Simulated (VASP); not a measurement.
Set up this calculation in VASP 6.6.1, as the native input.

| Property | Result |
| --- | --- |
| Task | single point |
| Functional | PBE |
| Potentials or basis | VASP PAW PBE potentials, release 64 (La) |
| Cutoff | 520 eV |
| k mesh | 16 × 16 × 16 |
| Occupations | gaussian, width 0.1 eV |
| Spin | no spin polarisation |
| Dipole correction | no |
| Further INCAR settings | ALGO = Fast; EDIFF = 1e-07; NBANDS = 12 |

The structure of La lies in POSCAR:

```
La
1.0
    3.3222874344      0.0000000000      0.0000000000
    0.0000000000      3.3222874344      0.0000000000
    0.0000000000      0.0000000000      3.3222874344
La
1
Direct
    0.0000000000      0.0000000000      0.0000000000
```

These files were run (other wordings do the same):

INCAR

```
SYSTEM = La
PREC = Accurate
ENCUT = 520
EDIFF = 1E-7
ISMEAR = 0
SIGMA = 0.1
LREAL = .FALSE.
LASPH = .TRUE.
NELM = 60
ALGO = Fast
ISIF = 2
LWAVE = .FALSE.
LCHARG = .FALSE.
GGA = PE
NBANDS = 12
```

KPOINTS

```
Automatic mesh
0
G
  16 16 16
  0 0 0
```

Potentials or basis: VASP PAW PBE potentials, release 64 (La).

Command:

```sh
$ cat potpaw_PBE.64/La/POTCAR > POTCAR
$ mpirun -np 1 vasp_std > vasp.out
```

Results of the run:

The pressure is 0.0 GPa.

Wall time 3.4 min on 1 thread of Intel(R) Xeon(R) Platinum 8488C (Sapphire Rapids) (shared host), peak memory 0.23 GiB.
